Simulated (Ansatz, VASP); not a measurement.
One calculation of Al3H8, two programs

```xyz
11
Lattice="4.5167 0.0000 0.0000 -2.2584 3.9116 0.0000 0.0000 0.0000 7.2001" Properties=species:S:1:pos:R:3 pbc="T T T"
Al    0.0000    0.0000    0.0000
Al    0.0000    2.6077    6.0916
Al    2.2584    1.3039    1.1085
H     3.2231    1.8573    5.2276
H     1.2967    1.8626    5.2276
H     2.2553    0.1917    5.2276
H    -0.9647    2.0543    1.9725
H     0.9616    2.0490    1.9725
H     0.0031    3.7199    1.9725
H     0.0000    2.6077    2.1077
H     2.2584    1.3039    5.0924
```

Alike in both runs: functional PBE; k mesh 12 × 12 × 6; occupations gaussian, width 0.1 eV; no spin polarisation.

Ansatz relaxed the structure, and its values are those at the end. VASP's run is a single point on that final structure, the one shown.

```csv
,VASP,Ansatz
version,VASP 6.6.1,Ansatz 0.2.0
potentials or method,"VASP PAW PBE potentials, release 64 (Al, H), cutoff 520 eV","scalar-relativistic, plane waves, PAW"
valence electrons in the cell,17,17
```

```csv
,VASP,Ansatz,Ansatz less VASP
gap on the k mesh at the Fermi level (eV),none,none,-
pressure (GPa),-0.1,0.0,+0.13
```

A gap of «none» marks a metal or a gap that the smearing closes.
